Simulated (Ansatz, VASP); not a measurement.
**One calculation of P, two programs**

```xyz
1
Lattice="2.4211 0.0000 0.0000 0.0000 2.4211 0.0000 0.0000 0.0000 2.4211" Properties=species:S:1:pos:R:3 pbc="T T T"
P     0.0000    0.0000    0.0000
```

Alike in both runs: functional PBEsol; k mesh 18 × 18 × 18; occupations gaussian, width 0.1 eV; no spin polarisation.

Ansatz relaxed the structure, and its values are those at the end. VASP's run is a single point on that final structure, the one shown.

|  | VASP | Ansatz |
| --- | --- | --- |
| version | VASP 6.6.1 | Ansatz 0.2.0 |
| potentials or method | VASP PAW PBE potentials, release 64 (P), cutoff 520 eV | scalar-relativistic, plane waves, PAW |
| valence electrons in the cell | 5 | 5 |

```tsv
	VASP	Ansatz	Ansatz less VASP
gap on the k mesh at the Fermi level (eV)	none	none	-
pressure (GPa)	0.2	0.1	-0.10
```

VASP's potentials were made for PBE, not for PBEsol. A gap of «none» marks a metal or a gap that the smearing closes.
